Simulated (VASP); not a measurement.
# TePb (Fm-3m) in VASP: notebook

TePb is run at these levels: PBE; tasks: single point.

Everything below comes from runs of VASP 6.6.1. Logs are shortened: lines on timing, memory, paths and dates and some standing lists are left out, and cuts for length are marked.

### Step 1. The cell of the first run

Symmetry: Fm-3m, No. 225, cubic system. Conventional cell: a = 6.298 Å, b = 6.298 Å, c = 6.298 Å, α = 90.00°, β = 90.00°, γ = 90.00°. Within 4.1 Å of Te (site symmetry m-3m) lie 6 Pb at 3.15 Å. Within 4.1 Å of Pb (site symmetry m-3m) lie 6 Te at 3.15 Å.

### Step 2. Single point, PBE (volume scaled by 0.88)

Input file INCAR:

```
SYSTEM = TePb
ALGO     = Normal         ! electronic algorithm
EDIFF    = 1E-6           ! SCF threshold, eV
ENCUT    = 500            ! plane-wave cutoff, eV
GGA      = PE             ! functional
GGA_COMPAT= .FALSE.      
ISIF     = 2              ! what is computed and relaxed
ISMEAR   = 0              ! smearing method
LASPH    = .TRUE.         ! aspherical terms in the spheres
LCHARG   = .TRUE.         ! write CHGCAR
LELF     = .TRUE.         ! ELF
LREAL    = .FALSE.        ! projectors in reciprocal space
LVHAR    = .TRUE.       
LWAVE    = .FALSE.        ! write WAVECAR
NBANDS   = 17             ! bands
NELM     = 120            ! most SCF steps
PREC     = Accurate       ! precision mode
SIGMA    = 0.02           ! smearing width, eV
```

Input file KPOINTS:

```
k-points
0
G
  8 8 8
  0 0 0
```

Input file POSCAR:

```
TePb
1.0
    0.0000000000      3.1489698140      3.1489698140
    3.1489698140      0.0000000000      3.1489698140
    3.1489698140      3.1489698140      0.0000000000
Te Pb
1 1
Direct
    0.5000000000      0.5000000000      0.5000000000
    0.0000000000      0.0000000000      0.0000000000
```

Potentials or basis: VASP PAW PBE potentials, release 64 (Te, Pb_d).

Started as:

```bash
$ cat potpaw_PBE.64/Te/POTCAR potpaw_PBE.64/Pb_d/POTCAR > POTCAR
$ mpirun -np 1 vasp_std > vasp.out
```

OUTCAR:

```text
SYSTEM = TePb
   EDIFF = 1E-6
   ENCUT = 500
   GGA = PE
   ISIF = 2
   ISMEAR = 0
   LASPH = .TRUE.
   LREAL = .FALSE.
   NELM = 120
   PREC = Accurate

 ion  position               nearest neighbor table
   1  0.500  0.500  0.500-   2 3.15   2 3.15   2 3.15   2 3.15   2 3.15   2 3.15
   2  0.000  0.000  0.000-   1 3.15   1 3.15   1 3.15   1 3.15   1 3.15   1 3.15

  LATTYP: Found a face centered cubic cell.
 ALAT       =     6.2979396280

  Lattice vectors:

 A1 = (   0.0000000000,   3.1489698140,   3.1489698140)
 A2 = (   3.1489698140,   0.0000000000,   3.1489698140)
 A3 = (   3.1489698140,   3.1489698140,   0.0000000000)

Analysis of symmetry for initial positions (statically):
=====================================================================
 Subroutine PRICEL returns:
 Original cell was already a primitive cell.

 Routine SETGRP: Setting up the symmetry group for a
 face centered cubic supercell.

 Subroutine GETGRP returns: Found 48 space group operations
 (whereof 48 operations were pure point group operations)
 out of a pool of 48 trial point group operations.

The static configuration has the point symmetry O_h .

Analysis of symmetry for dynamics (positions and initial velocities):
=====================================================================
 Subroutine PRICEL returns:
 Original cell was already a primitive cell.

 Routine SETGRP: Setting up the symmetry group for a
 face centered cubic supercell.

 Subroutine GETGRP returns: Found 48 space group operations
 (whereof 48 operations were pure point group operations)
 out of a pool of 48 trial point group operations.

The dynamic configuration has the point symmetry O_h .

 Subroutine INISYM returns: Found 48 space group operations
 (whereof 48 operations are pure point group operations),
 and found     1 'primitive' translations

----------------------------------------------------------------------------------------

                                     Primitive cell

  volume of cell :      62.4504

  direct lattice vectors                    reciprocal lattice vectors
     0.000000000  3.148969814  3.148969814    -0.158782087  0.158782087  0.158782087
     3.148969814  0.000000000  3.148969814     0.158782087 -0.158782087  0.158782087
     3.148969814  3.148969814  0.000000000     0.158782087  0.158782087 -0.158782087

[... 67 lines left out ...]
   total plane-waves  NPLWV =  32768
   dimension x,y,z NGX =    32 NGY =   32 NGZ =   32
   dimension x,y,z NGXF=    64 NGYF=   64 NGZF=   64
   ions per type =               1   1
   NGX,Y,Z   is equivalent  to a cutoff of  11.95, 11.95, 11.95 a.u.
   NGXF,Y,Z  is equivalent  to a cutoff of  23.89, 23.89, 23.89 a.u.
 SYSTEM =  TePb
   PREC   = accura    normal or accurate (medium, high low for compatibility)
   ISTART =      0    job   : 0-new  1-cont  2-samecut
   ICHARG =      2    charge: 1-file 2-atom 10-const
   ISPIN  =      1    spin polarized calculation?
   LNONCOLLINEAR =      F non collinear calculations
   LSORBIT =      F    spin-orbit coupling
   LASPH  =      T    aspherical Exc in radial PAW
   ENCUT  =  500.0 eV  36.75 Ry    6.06 a.u.   8.12  8.12  8.12*2*pi/ulx,y,z
   NELM   =    120;   NELMIN=  2; NELMDL= -5     # of ELM steps
   EDIFF  = 0.1E-05   stopping-criterion for ELM
   LREAL  =      F    real-space projection
[... 7 lines left out ...]
   TEBEG  =    0.0;   TEEND  =   0.0 temperature during run
   PSTRESS=    0.0 pullay stress
   NELECT =      20.0000    total number of electrons
   NUPDOWN=      -1.0000    fix difference up-down
   EMIN   =  10.00;   EMAX   =-10.00  energy-range for DOS
   EFERMI =   0.00;   METHOD = LEGACY
   ISMEAR =     0;   SIGMA  =   0.02  broadening in eV -4-tet -1-fermi 0-gaus
   EFERMI_NEDOS =   21; number of points for ismear=-14 and -15
   IALGO  =     38    algorithm
   IMIX   =      4    mixing-type and parameters
     AMIX     =   0.40;   BMIX     =  1.00
     AMIX_MAG =   1.60;   BMIX_MAG =  1.00
  volume/ion in A,a.u.               =      31.23       210.72
  Fermi-wavevector in a.u.,A,eV,Ry     =   1.120056  2.116599 17.068849  1.254525
  Thomas-Fermi vector in A             =   2.256699
   LORBIT       =      0    0 simple, 1 ext, 2 COOP (PROOUT), +10 PAW based schemes
   GGA     = PE    functional components
   LHFCALC =     F    Hartree Fock is set to
   AEXX    =    0.0000 exact exchange contribution
   IVDW    =     0    specifies the selected vdW correction
   LEPSILON=     F    determine dielectric tensor
   LRPA    =     F    only Hartree local field effects (RPA)
 non-spin polarized calculation
 Gauss-broadening in eV      SIGMA  =   0.02
  energy-cutoff  :      500.00
  volume of cell :       62.45
 maximum number of plane-waves:      1604
   NGX = 17   NGY = 17   NGZ = 17

 number of electron      20.0000006 magnetization

 Free energy of the ion-electron system (eV)
  ---------------------------------------------------
  ext. energy  EPLUGINS =         0.00000000
  ---------------------------------------------------
  free energy    TOTEN  =        -7.37077742 eV

  energy without entropy =       -7.37077742  energy(sigma->0) =       -7.37077742

 E-fermi :   6.8453     XC(G=0):  -9.6527

 val. band max:        6.6960119054   @ k =   0.5000   0.0000   0.0000
 cond. band min:       7.2462572862   @ k =   0.5000   0.0000   0.0000
 fundamental gap:      0.5502453808
 Fermi energy:         6.8452610538

 k-point     1 :       0.0000    0.0000    0.0000
  band No.  band energies     occupation
      1     -10.2051      2.00000
      2     -10.2051      2.00000
      3     -10.1892      2.00000
      4     -10.1892      2.00000
      5     -10.1892      2.00000
      6      -6.0307      2.00000
[... 457 lines left out ...]
      4     -10.1734      2.00000
      5     -10.1619      2.00000
      6      -4.1385      2.00000
[... 9 lines left out ...]
     16      16.5009      0.00000
     17      16.8457      0.00000

 [... further k-points ...]
[... 5 lines left out ...]
  --------------------------------------------------------------------------------------
  -------------------------------------------------------------------------------------
  Total        2.5138798      2.5138798      2.5138798      0.0000000      0.0000000     -0.0000000
  in kB       64.4940427     64.4940427     64.4940427      0.0000000      0.0000000     -0.0000000
  external PRESSURE =      64.4940427 kB  Pullay stress =       0.0000000 kB

 VOLUME and BASIS-vectors are now :
 -----------------------------------------------------------------------------
  energy-cutoff  :      500.00
  volume of cell :       62.45
      direct lattice vectors                 reciprocal lattice vectors
     0.000000000  3.148969814  3.148969814    -0.158782087  0.158782087  0.158782087
     3.148969814  0.000000000  3.148969814     0.158782087 -0.158782087  0.158782087
     3.148969814  3.148969814  0.000000000     0.158782087  0.158782087 -0.158782087

 POSITION                                       TOTAL-FORCE (eV/Angst)
 -----------------------------------------------------------------------------------
      3.14897      3.14897      3.14897        -0.000000     -0.000000      0.000000
      0.00000      0.00000      0.00000         0.000000      0.000000     -0.000000
 -----------------------------------------------------------------------------------
    total drift:                                0.000000     -0.000000     -0.000000

  FREE ENERGIE OF THE ION-ELECTRON SYSTEM (eV)
  ---------------------------------------------------
  free  energy   TOTEN  =        -7.3707774176 eV

  energy  without entropy=       -7.3707774176  energy(sigma->0) =       -7.37077742
```

OSZICAR:

```text
N       E                     dE             d eps       ncg     rms          rms(c)
DAV:   1     0.148913621044E+03    0.14891E+03   -0.90361E+03   986   0.113E+03
DAV:   2     0.262519800743E+01   -0.14629E+03   -0.14183E+03  1020   0.292E+02
DAV:   3    -0.719413690587E+01   -0.98193E+01   -0.97393E+01  1310   0.834E+01
DAV:   4    -0.745342918014E+01   -0.25929E+00   -0.25910E+00  1232   0.149E+01
DAV:   5    -0.746388444845E+01   -0.10455E-01   -0.10455E-01  1390   0.277E+00    0.404E+00
DAV:   6    -0.737270926197E+01    0.91175E-01   -0.18931E-01  1451   0.331E+00    0.251E+00
DAV:   7    -0.736970493042E+01    0.30043E-02   -0.74009E-02  1338   0.142E+00    0.916E-01
DAV:   8    -0.737070529665E+01   -0.10004E-02   -0.85689E-03  1255   0.930E-01    0.162E-01
DAV:   9    -0.737074826814E+01   -0.42971E-04   -0.63333E-04  1464   0.295E-01    0.515E-02
DAV:  10    -0.737077152909E+01   -0.23261E-04   -0.88816E-05  1165   0.753E-02    0.179E-02
DAV:  11    -0.737077766100E+01   -0.61319E-05   -0.27950E-05  1283   0.448E-02    0.190E-02
DAV:  12    -0.737077741763E+01    0.24337E-06   -0.16294E-06  1077   0.701E-03
   1 F= -.73707774E+01 E0= -.73707774E+01  d E =-.575621E-28
```

stdout:

```text
POSCAR found type information on POSCAR TePb
 POSCAR found :  2 types and       2 ions
 scaLAPACK will be used
 LDA part: xc-table for (Slater+PW92), standard interpolation
 POSCAR, INCAR and KPOINTS ok, starting setup
 FFT: planning ... GRIDC
 FFT: planning ... GRID_SOFT
 FFT: planning ... GRID
 WAVECAR not read
 entering main loop
```

It took 16 s on 1 thread of Intel Xeon Platinum 8488C (Sapphire Rapids), shared host; peak memory 0.18 GiB.

Results:

| Property | Result |
| --- | --- |
| Free energy | -7.3708 eV |
| Pressure | 6.4 GPa |
| Band gap on the k mesh | 0.55 eV, direct |

Caveat: spin-orbit coupling is left out, which moves the levels of the heavy elements. A k mesh can miss the band edges.

[end of part 1 of 2]
